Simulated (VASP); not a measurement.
# BN (F-43m) in VASP: further runs

The runs below take BN through single point, with PBE.

Everything below comes from runs of VASP 6.6.1. Logs are shortened: lines on timing, memory, paths and dates and some standing lists are left out, and cuts for length are marked.

## Step 1: The cell of the first run

The structure is cubic, space group F-43m (No. 216). Conventional cell: a = 3.615 Å, b = 3.615 Å, c = 3.615 Å, α = 90.00°, β = 90.00°, γ = 90.00°. B (site symmetry -43m) has 4 N at 1.57 Å within 2.1 Å. N (site symmetry -43m) has 4 B at 1.57 Å within 2.1 Å.

## Step 2: Single point, PBE

Input file INCAR:

```
SYSTEM = BN
  PREC = Accurate
  ENCUT = 600
  EDIFF = 1E-6
  ISMEAR = 1
  SIGMA = 0.02
  LREAL = .False.
  LASPH = .True.
  NELM = 120
  ALGO = Normal
  ISIF = 2
  LWAVE = .False.
  LCHARG = .False.
  GGA = PE
  NBANDS = 11
  GGA_COMPAT = .False.
```

Input file KPOINTS:

```
regular mesh
0
Gamma
  4 4 4
  0 0 0
```

Input file POSCAR:

```
BN
1.0
    0.0000000000      1.8075000000      1.8075000000
    1.8075000000      0.0000000000      1.8075000000
    1.8075000000      1.8075000000      0.0000000000
B N
1 1
Direct
    0.0000000000      0.0000000000      0.0000000000
    0.7500000000      0.7500000000      0.7500000000
```

Potentials or basis: VASP PAW PBE potentials, release 64 (B, N).

Started as:

```bash
$ cat potpaw_PBE.64/B/POTCAR potpaw_PBE.64/N/POTCAR > POTCAR
$ mpirun -np 1 vasp_std > vasp.out
```

OUTCAR:

```text
SYSTEM = BN
   PREC = Accurate
   ENCUT = 600
   EDIFF = 1E-6
   ISMEAR = 1
   LREAL = .False.
   LASPH = .True.
   NELM = 120
   ISIF = 2
   GGA = PE

 ion  position               nearest neighbor table
   1  0.000  0.000  0.000-   2 1.57   2 1.57   2 1.57   2 1.57
   2  0.750  0.750  0.750-   1 1.57   1 1.57   1 1.57   1 1.57

  LATTYP: Found a face centered cubic cell.
 ALAT       =     3.6150000000

  Lattice vectors:

 A1 = (   0.0000000000,   1.8075000000,   1.8075000000)
 A2 = (   1.8075000000,   0.0000000000,   1.8075000000)
 A3 = (   1.8075000000,   1.8075000000,   0.0000000000)

Analysis of symmetry for initial positions (statically):
=====================================================================
 Subroutine PRICEL returns:
 Original cell was already a primitive cell.

 Routine SETGRP: Setting up the symmetry group for a
 face centered cubic supercell.

 Subroutine GETGRP returns: Found 24 space group operations
 (whereof 24 operations were pure point group operations)
 out of a pool of 48 trial point group operations.

The static configuration has the point symmetry T_d .

Analysis of symmetry for dynamics (positions and initial velocities):
=====================================================================
 Subroutine PRICEL returns:
 Original cell was already a primitive cell.

 Routine SETGRP: Setting up the symmetry group for a
 face centered cubic supercell.

 Subroutine GETGRP returns: Found 24 space group operations
 (whereof 24 operations were pure point group operations)
 out of a pool of 48 trial point group operations.

The dynamic configuration has the point symmetry T_d .

 Subroutine INISYM returns: Found 24 space group operations
 (whereof 24 operations are pure point group operations),
 and found     1 'primitive' translations

----------------------------------------------------------------------------------------

                                     Primitive cell

  volume of cell :      11.8104

  direct lattice vectors                    reciprocal lattice vectors
     0.000000000  1.807500000  1.807500000    -0.276625173  0.276625173  0.276625173
     1.807500000  0.000000000  1.807500000     0.276625173 -0.276625173  0.276625173
     1.807500000  1.807500000  0.000000000     0.276625173  0.276625173 -0.276625173

  length of vectors
     2.556191014  2.556191014  2.556191014     0.479128854  0.479128854  0.479128854

  position of ions in fractional coordinates (direct lattice)
     0.000000000  0.000000000  0.000000000
     0.750000000  0.750000000  0.750000000

  ion indices of the primitive-cell ions
   primitive index   ion index
                 1           1
                 2           2

----------------------------------------------------------------------------------------

 KPOINTS: regular mesh

Automatic generation of k-mesh.
 Grid dimensions read from file:
 generate k-points for:    4    4    4

 Generating k-lattice:

  Cartesian coordinates                     Fractional coordinates (reciprocal lattice)
    -0.069156293  0.069156293  0.069156293     0.250000000  0.000000000  0.000000000
     0.069156293 -0.069156293  0.069156293     0.000000000  0.250000000  0.000000000
     0.069156293  0.069156293 -0.069156293     0.000000000  0.000000000  0.250000000

  Length of vectors
     0.119782214  0.119782214  0.119782214

  Shift w.r.t. Gamma in fractional coordinates (k-lattice)
     0.000000000  0.000000000  0.000000000

 Subroutine IBZKPT returns following result:
 ===========================================

 Found      8 irreducible k-points:

 Following reciprocal coordinates:
            Coordinates               Weight
  0.000000  0.000000  0.000000      1.000000
  0.250000  0.000000  0.000000      8.000000
  0.500000  0.000000  0.000000      4.000000
  0.250000  0.250000  0.000000      6.000000
  0.500000  0.250000  0.000000     24.000000
 -0.250000  0.250000  0.000000     12.000000
  0.500000  0.500000  0.000000      3.000000
 -0.250000  0.500000  0.250000      6.000000
   k-points           NKPTS =      8   k-points in BZ     NKDIM =      8   number of bands    NBANDS=     11
   number of dos      NEDOS =    301   number of ions     NIONS =      2
   total plane-waves  NPLWV =   8000
   dimension x,y,z NGX =    20 NGY =   20 NGZ =   20
   dimension x,y,z NGXF=    40 NGYF=   40 NGZF=   40
   ions per type =               1   1
   NGX,Y,Z   is equivalent  to a cutoff of  13.01, 13.01, 13.01 a.u.
   NGXF,Y,Z  is equivalent  to a cutoff of  26.01, 26.01, 26.01 a.u.
 SYSTEM =  BN
   PREC   = accura    normal or accurate (medium, high low for compatibility)
   ISTART =      0    job   : 0-new  1-cont  2-samecut
   ICHARG =      2    charge: 1-file 2-atom 10-const
   ISPIN  =      1    spin polarized calculation?
   LNONCOLLINEAR =      F non collinear calculations
   LSORBIT =      F    spin-orbit coupling
   LASPH  =      T    aspherical Exc in radial PAW
   ENCUT  =  600.0 eV  44.10 Ry    6.64 a.u.   5.11  5.11  5.11*2*pi/ulx,y,z
   NELM   =    120;   NELMIN=  2; NELMDL= -5     # of ELM steps
   EDIFF  = 0.1E-05   stopping-criterion for ELM
   LREAL  =      F    real-space projection
   EDIFFG = 0.1E-04   stopping-criterion for IOM
   NSW    =      0    number of steps for IOM
   IBRION =     -1    ionic relax: 0-MD 1-quasi-New 2-CG
   NFREE  =      0    steps in history (QN), initial steepest desc. (CG)
   ISIF   =      2    stress and relaxation
   ISYM   =      2    0-nonsym 1-usesym 2-fastsym
   POTIM  = 0.5000    time-step for ionic-motion
   TEBEG  =    0.0;   TEEND  =   0.0 temperature during run
   PSTRESS=    0.0 pullay stress
   NELECT =       8.0000    total number of electrons
   NUPDOWN=      -1.0000    fix difference up-down
   EMIN   =  10.00;   EMAX   =-10.00  energy-range for DOS
   EFERMI =   0.00;   METHOD = LEGACY
   ISMEAR =     1;   SIGMA  =   0.02  broadening in eV -4-tet -1-fermi 0-gaus
   EFERMI_NEDOS =   21; number of points for ismear=-14 and -15
   IALGO  =     38    algorithm
   IMIX   =      4    mixing-type and parameters
     AMIX     =   0.40;   BMIX     =  1.00
     AMIX_MAG =   1.60;   BMIX_MAG =  1.00
  volume/ion in A,a.u.               =       5.91        39.85
  Fermi-wavevector in a.u.,A,eV,Ry     =   1.437749  2.716952 28.124920  2.067123
  Thomas-Fermi vector in A             =   2.556793
   LORBIT       =      0    0 simple, 1 ext, 2 COOP (PROOUT), +10 PAW based schemes
   GGA     = PE    functional components
   LHFCALC =     F    Hartree Fock is set to
   AEXX    =    0.0000 exact exchange contribution
   IVDW    =     0    specifies the selected vdW correction
   LEPSILON=     F    determine dielectric tensor
   LRPA    =     F    only Hartree local field effects (RPA)
 non-spin polarized calculation
 Methfessel and Paxton  Order N= 1 SIGMA  =   0.02
  energy-cutoff  :      600.00
  volume of cell :       11.81
 maximum number of plane-waves:       411
   NGX = 11   NGY = 11   NGZ = 11

 number of electron       7.9999999 magnetization

 Free energy of the ion-electron system (eV)
  ---------------------------------------------------
  ext. energy  EPLUGINS =         0.00000000
  ---------------------------------------------------
  free energy    TOTEN  =       -17.37879017 eV

  energy without entropy =      -17.37884452  energy(sigma->0) =      -17.37880829

 E-fermi :   7.4545     XC(G=0): -12.8126

 val. band max:        7.4376644432   @ k =   0.0000   0.0000   0.0000
 cond. band min:      11.8730147580   @ k =   0.5000   0.5000   0.0000
 fundamental gap:      4.4353503148
 Fermi energy:         7.4545016200

 k-point     1 :       0.0000    0.0000    0.0000
  band No.  band energies     occupation
      1     -12.8074      2.00000
      2       7.4377      2.00001
      3       7.4377      2.00001
      4       7.4377      1.99999
      5      16.2298      0.00000
      6      16.2298      0.00000
      7      16.2298      0.00000
      8      17.7802      0.00000
      9      32.1632      0.00000
     10      35.1752      0.00000
     11      35.1752      0.00000

 k-point     2 :       0.2500    0.0000    0.0000
  band No.  band energies     occupation
      1     -11.3275      2.00000
      2       1.9487      2.00000
      3       6.3061      2.00000
      4       6.3061      2.00000
      5      17.0657      0.00000
      6      17.7527      0.00000
      7      17.7527      0.00000
      8      21.0024      0.00000
      9      30.8614      0.00000
     10      31.0080      0.00000
     11      31.0080      0.00000

 k-point     3 :       0.5000    0.0000    0.0000
  band No.  band energies     occupation
      1      -8.5844      2.00000
      2      -3.2717      2.00000
      3       5.4922      2.00000
      4       5.4922      2.00000
      5      17.5659      0.00000
      6      18.1189      0.00000
      7      18.1189      0.00000
      8      22.6877      0.00000
      9      30.8745      0.00000
     10      34.2043      0.00000
     11      34.3213      0.00000

 k-point     4 :       0.2500    0.2500    0.0000
  band No.  band energies     occupation
      1     -10.8423      2.00000
      2       3.4523      2.00000
      3       4.4186      2.00000
      4       4.4186      2.00000
      5      14.2080      0.00000
      6      18.9668      0.00000
      7      20.8604      0.00000
      8      20.8604      0.00000
      9      25.6939      0.00000
     10      34.5673      0.00000
     11      38.0233      0.00000

 k-point     5 :       0.5000    0.2500    0.0000
  band No.  band energies     occupation
      1      -8.1430      2.00000
      2      -1.3252      2.00000
      3       2.2733      2.00000
      4       3.7736      2.00000
      5      14.9615      0.00000
      6      20.5173      0.00000
      7      21.8788      0.00000
      8      22.0203      0.00000
      9      27.3566      0.00000
     10      33.8763      0.00000
     11      36.0388      0.00000

 k-point     6 :      -0.2500    0.2500    0.0000
  band No.  band energies     occupation
      1      -9.1445      2.00000
      2      -0.1522      2.00000
      3       1.8309      2.00000
      4       5.3387      2.00000
      5      17.1382      0.00000
      6      19.5834      0.00000
      7      20.2945      0.00000
      8      21.9434      0.00000
      9      28.9038      0.00000
     10      29.4587      0.00000
     11      34.1844      0.00000

 k-point     7 :       0.5000    0.5000    0.0000
  band No.  band energies     occupation
      1      -7.2158      2.00000
      2      -1.4939      2.00000
      3       2.5226      2.00000
      4       2.5226      2.00000
      5      11.8730      0.00000
      6      16.6424      0.00000
      7      25.3453      0.00000
      8      25.3453      0.00000
      9      28.2201      0.00000
     10      34.6495      0.00000
     11      41.0496      0.00000

 k-point     8 :      -0.2500    0.5000    0.2500
  band No.  band energies     occupation
      1      -6.9037      2.00000
      2      -0.1633      2.00000
      3       0.4588      2.00000
      4       0.9147      2.00000
      5      17.0230      0.00000
      6      20.7236      0.00000
      7      21.9169      0.00000
      8      22.0856      0.00000
      9      26.7360      0.00000
     10      32.9965      0.00000
     11      36.9425      0.00000

------------------------ aborting loop because EDIFF is reached ----------------------------------------

  FORCE on cell =-STRESS in cart. coord.  units (eV):
  Direction    XX          YY          ZZ          XY          YZ          ZX
  --------------------------------------------------------------------------------------
  -------------------------------------------------------------------------------------
  Total        0.2731827      0.2731827      0.2731827      0.0000000      0.0000000     -0.0000000
  in kB       37.0594429     37.0594429     37.0594429      0.0000000      0.0000000     -0.0000000
  external PRESSURE =      37.0594429 kB  Pullay stress =       0.0000000 kB

 VOLUME and BASIS-vectors are now :
 -----------------------------------------------------------------------------
  energy-cutoff  :      600.00
  volume of cell :       11.81
      direct lattice vectors                 reciprocal lattice vectors
     0.000000000  1.807500000  1.807500000    -0.276625173  0.276625173  0.276625173
     1.807500000  0.000000000  1.807500000     0.276625173 -0.276625173  0.276625173
     1.807500000  1.807500000  0.000000000     0.276625173  0.276625173 -0.276625173

 POSITION                                       TOTAL-FORCE (eV/Angst)
 -----------------------------------------------------------------------------------
      0.00000      0.00000      0.00000        -0.000000     -0.000000     -0.000000
      2.71125      2.71125      2.71125         0.000000      0.000000      0.000000
 -----------------------------------------------------------------------------------
    total drift:                               -0.000000     -0.000000     -0.000000

  FREE ENERGIE OF THE ION-ELECTRON SYSTEM (eV)
  ---------------------------------------------------
  free  energy   TOTEN  =       -17.3787901682 eV

  energy  without entropy=      -17.3788445236  energy(sigma->0) =      -17.37880829
```

Wall time 3.4 s (1 thread of Intel Xeon Platinum 8375C at 2.90GHz (Ice Lake), shared host); peak memory 0.11 GiB.

What came out:

```
Free energy            : -17.3788 eV
Pressure               : 3.7 GPa
Band gap on the k mesh : 4.44 eV (least direct gap 8.79 eV)
```

Levels at points of the mesh, in eV from the valence-band top:
| k point | band 1 | band 2 | band 3 | band 4 | band 5 | band 6 | band 7 | band 8 | band 9 |
| --- | --- | --- | --- | --- | --- | --- | --- | --- | --- |
| (0.00, 0.00, 0.00) | -20.25 | 0.00 | 0.00 | 0.00 | 8.79 | 8.79 | 8.79 | 10.34 | 24.73 |
| (0.50, 0.00, 0.00) | -16.02 | -10.71 | -1.95 | -1.95 | 10.13 | 10.68 | 10.68 | 15.25 | 23.44 |
| (0.50, 0.50, 0.00) | -14.65 | -8.93 | -4.92 | -4.92 | 4.44 | 9.20 | 17.91 | 17.91 | 20.78 |

Caveat: the k points lie up to 0.75 Å⁻¹ apart.

## Step 3: Single point, PBE

Input file INCAR:

```
PREC = Accurate
ENCUT = 600
EDIFF = 1E-6
ISMEAR = 1
SIGMA = 0.02
LREAL = False
LASPH = True
NELM = 120
ALGO = Normal
ISIF = 2
LWAVE = False
LCHARG = True
GGA = PE
LELF = True
LVHAR = True
NBANDS = 11
GGA_COMPAT = False
```

Input file KPOINTS:

```
regular mesh
0
Gamma
  6 6 6
```

POSCAR is that of step 2.

Potentials or basis: VASP PAW PBE potentials, release 64 (B, N).

Started as:

```bash
$ cat potpaw_PBE.64/B/POTCAR potpaw_PBE.64/N/POTCAR > POTCAR
$ mpirun -np 1 vasp_std > vasp.out
```

It took 5 s on 1 thread of Intel Xeon Platinum 8375C at 2.90GHz (Ice Lake), shared host; peak memory 0.11 GiB.

Results (log left out):

```yaml
Free_energy: -17.4495 eV
Pressure: 3.1 GPa
Band_gap_on_the_k_mesh: 4.46 eV (least direct gap 8.82 eV)
```

Levels at points of the mesh, in eV from the valence-band top:
```
           k point  band 2  band 3  band 4  band 5  band 6  band 7
(0.00, 0.00, 0.00)    0.00    0.00    0.00    8.82    8.82    8.82
(0.50, 0.00, 0.00)  -10.69   -1.94   -1.94   10.14   10.70   10.70
(0.50, 0.50, 0.00)   -8.92   -4.90   -4.90    4.46    9.23   17.92
```

Caveat: the k points lie up to 0.50 Å⁻¹ apart.

## Step 4: Single point, PBE

Input file INCAR:

```
PREC     = Accurate       # precision mode
ENCUT    = 600            # plane-wave cutoff, eV
EDIFF    = 1E-6           # SCF threshold, eV
ISMEAR   = 1              # smearing method
SIGMA    = 0.02           # smearing width, eV
LREAL    = F              # projectors in reciprocal space
LASPH    = T              # aspherical terms in the spheres
NELM     = 120            # most SCF steps
ALGO     = Normal         # electronic algorithm
ISIF     = 2              # what is computed and relaxed
LWAVE    = F              # write WAVECAR
LCHARG   = T              # write CHGCAR
GGA      = PE             # functional
LELF     = T              # ELF
LVHAR    = T            
NBANDS   = 11             # bands
GGA_COMPAT= F
```

Input file KPOINTS:

```
Automatic mesh
0
Gamma
  8 8 8
```

POSCAR is that of step 3.

Started as:

```bash
$ cat potpaw_PBE.64/B/POTCAR potpaw_PBE.64/N/POTCAR > POTCAR
$ mpirun -np 1 vasp_std > vasp.out
```

It took 7.6 s on 1 thread of Intel Xeon Platinum 8375C at 2.90GHz (Ice Lake), shared host; peak memory 0.11 GiB.

It converged, with:

```
Free energy            : -17.4532 eV
Pressure               : 3.0 GPa
Band gap on the k mesh : 4.46 eV (least direct gap 8.82 eV)
```

Levels at points of the mesh, in eV from the valence-band top:
```tsv
k point	band 1	band 2	band 3	band 4	band 5	band 6	band 7	band 8	band 9
(0.00, 0.00, 0.00)	-20.23	0.00	0.00	0.00	8.82	8.82	8.82	10.35	24.75
(0.50, 0.00, 0.00)	-16.01	-10.69	-1.94	-1.94	10.15	10.71	10.71	15.26	23.46
(0.50, 0.50, 0.00)	-14.65	-8.92	-4.90	-4.90	4.46	9.23	17.92	17.92	20.78
```

Caveat: the cell stands under pressure.

## Step 5: Single point, PBE

Input file INCAR:

```
SYSTEM = BN
  ALGO = Normal
  EDIFF = 1E-6
  ENCUT = 600
  GGA = PE
  GGA_COMPAT = .FALSE.
  ISIF = 2
  ISMEAR = 1
  LASPH = .TRUE.
  LCHARG = .FALSE.
  LREAL = .FALSE.
  LWAVE = .FALSE.
  NBANDS = 11
  NELM = 120
  PREC = Accurate
  SIGMA = 0.02
```

Input file KPOINTS:

```
k-points
0
G
  11 11 11
  0 0 0
```

POSCAR is that of step 4.

Started as:

```bash
$ cat potpaw_PBE.64/B/POTCAR potpaw_PBE.64/N/POTCAR > POTCAR
$ mpirun -np 1 vasp_std > vasp.out
```

Run time: 12 s. Hardware: 1 thread of Intel Xeon Platinum 8375C at 2.90GHz (Ice Lake), shared host; peak memory 0.12 GiB.

It converged, with:

```
Free energy            : -17.4535 eV
Pressure               : 3.0 GPa
Band gap on the k mesh : 4.56 eV (least direct gap 8.82 eV)
```

Levels at points of the mesh, in eV from the valence-band top:
| k point | band 1 | band 2 | band 3 | band 4 | band 5 | band 6 | band 7 | band 8 |
| --- | --- | --- | --- | --- | --- | --- | --- | --- |
| (0.00, 0.00, 0.00) | -20.23 | 0.00 | 0.00 | 0.00 | 8.82 | 8.82 | 8.82 | 10.35 |

Caveat: the cell stands under pressure; an odd mesh through Γ misses points on the zone boundary, where band edges can lie.

## Step 6: Overview

| k mesh | gap on the mesh (eV) | pressure (GPa) |
| --- | --- | --- |
| 4 × 4 × 4 | 4.44 | 3.7 |
| 6 × 6 × 6 | 4.46 | 3.1 |
| 8 × 8 × 8 | 4.46 | 3.0 |
| 11 × 11 × 11 | 4.56 | 3.0 |

Alike in all rows: task single point; level PBE; potentials or basis VASP PAW PBE potentials, release 64 (B, N); no spin polarisation; cell as given; cutoff (eV) 600; smearing methfessel-paxton 0.02 eV.

Caveats: some runs use coarse meshes; the cell stands under pressure (at least some runs); an odd mesh through Γ misses points on the zone boundary, where band edges can lie (at least some runs).

Absolute energies hang on the potentials; compare differences alone.
